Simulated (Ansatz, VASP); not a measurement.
# ScS4: VASP beside Ansatz

```xyz
5
Lattice="5.2504 0.0000 0.0000 -2.6252 4.5470 0.0000 0.0000 0.0000 4.9788" Properties=species:S:1:pos:R:3 pbc="T T T"
Sc    0.0000    0.0000    0.0000
S     2.6252    0.0000    0.0000
S    -1.3126    2.2735    0.0000
S     1.3126    2.2735    0.0000
S     0.0000    0.0000    2.4894
```

Alike in both runs: functional PBE; k mesh 12 × 12 × 8; occupations gaussian, width 0.1 eV; no spin polarisation.

Ansatz relaxed the structure, and its values are those at the end. VASP's run is a single point on that final structure, the one shown.

|  | VASP | Ansatz |
| --- | --- | --- |
| version | VASP 6.6.1 | Ansatz 0.2.0 |
| potentials or method | VASP PAW PBE potentials, release 64 (Sc_sv, S), cutoff 520 eV | scalar-relativistic, plane waves, PAW |
| valence electrons in the cell | 35 | 35 |

```tsv
	VASP	Ansatz	Ansatz less VASP
gap on the k mesh at the Fermi level (eV)	none	none	-
pressure (GPa)	0.1	0.0	-0.05
```

A gap of «none» marks a metal or a gap that the smearing closes.
